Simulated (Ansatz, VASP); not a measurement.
**One calculation of Rh, two programs**

```xyz
1
Lattice="0.0000 1.9007 1.9007 1.9007 0.0000 1.9007 1.9007 1.9007 0.0000" Properties=species:S:1:pos:R:3 pbc="T T T"
Rh    0.0000    0.0000    0.0000
```

Alike in both runs: functional r2SCAN; k mesh 17 × 17 × 17; occupations fermi-dirac, width 0.1 eV; no spin polarisation.

Ansatz relaxed the structure, and its values are those at the end. VASP's run is a single point on that final structure, the one shown.

|  | VASP | Ansatz |
| --- | --- | --- |
| version | VASP 6.6.1 | Ansatz 0.2.0 |
| potentials or method | VASP PAW PBE potentials, release 64 (Rh_pv) | PAW with Ansatz's default frozen-core files, scalar-relativistic |
| plane-wave cutoff (eV) | 520 | 500 |
| valence electrons in the cell | 15 | 17 |

VASP gave:

* pressure (GPa): 1.2

**Question.** What did Ansatz give for the same quantities?

**Answer.** Pressure (GPa): 0.0.

VASP's potentials were made for PBE, not for r2SCAN. VASP's potentials hold 15 valence electrons a cell and Ansatz's 17, so a difference there can come from the potentials and not from the codes.
